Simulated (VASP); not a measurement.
Wanted: the native input for a VASP 6.6.1 run.

```
Task                   : single point
Functional             : PBE
Potentials or basis    : VASP PAW PBE potentials, release 64 (Si, F)
Cutoff                 : 520 eV
k mesh                 : 3 × 3 × 4
Occupations            : gaussian, width 0.1 eV
Spin                   : collinear spin
Starting moments       : [0.0, 0.0, 1.0, 1.0, 1.0, 1.0, 1.0, 1.0, 1.0, 1.0, 1.0, 1.0] μB
Dipole correction      : no
Further INCAR settings : ALGO = Normal; EDIFF = 1e-06; NBANDS = 55
```

The structure of SiF5 lies in POSCAR:

```
SiF5
1.0
    5.8745981097      0.0000000000      0.0000000000
   -2.9372990548      5.0875512000      0.0000000000
    0.0000000000      0.0000000000      6.6157703086
Si F
2 10
Direct
    0.3333333333      0.6666666667      0.2500000000
    0.6666666667      0.3333333333      0.7500000000
    0.6512585971      0.8256292985      0.2500000000
    0.1743707015      0.3487414029      0.2500000000
    0.1743707015      0.8256292985      0.2500000000
    0.3333333333      0.6666666667      0.9946869141
    0.3333333333      0.6666666667      0.5053130859
    0.8256292985      0.6512585971      0.7500000000
    0.8256292985      0.1743707015      0.7500000000
    0.3487414029      0.1743707015      0.7500000000
    0.6666666667      0.3333333333      0.4946869141
    0.6666666667      0.3333333333      0.0053130859
```

The input as run:

INCAR

```
ALGO = Normal ; EDIFF = 1E-6
ENCUT = 520 ; GGA = PE
ISIF = 2 ; ISMEAR = 0
ISPIN = 2 ; LASPH = True
LCHARG = False ; LORBIT = 11
LREAL = False ; LWAVE = False
MAGMOM = 0 0 1 1 1 1 1 1 1 1 1 1 ; NBANDS = 55
NELM = 150 ; PREC = Accurate
SIGMA = 0.1
```

KPOINTS

```
k-points
0
Gamma
  3 3 4
```

Potentials or basis: VASP PAW PBE potentials, release 64 (Si, F).

Launch:

```sh
$ cat potpaw_PBE.64/Si/POTCAR potpaw_PBE.64/F/POTCAR > POTCAR
$ mpirun -np 1 vasp_std > vasp.out
```

Results of the run:

```
Pressure                                              : 0.9 GPa
Largest force                                         : 0.208 eV/Å
Band gap on the k mesh                                : zero (filled and empty bands overlap)
Net moment                                            : 2.00 μB per cell
Site moments                                          : Si -0.01; F +0.14, +0.24 (each value once) μB
Valence electrons inside the program's atomic spheres : Si 1.52; F 6.09, 6.05 (each value once)
```

Caveat: the k points lie up to 0.41 Å⁻¹ apart.

It took 6 min on 1 thread of Intel(R) Xeon(R) Platinum 8375C CPU @ 2.90GHz (Ice Lake), with other jobs on the host, peak memory 0.47 GiB.
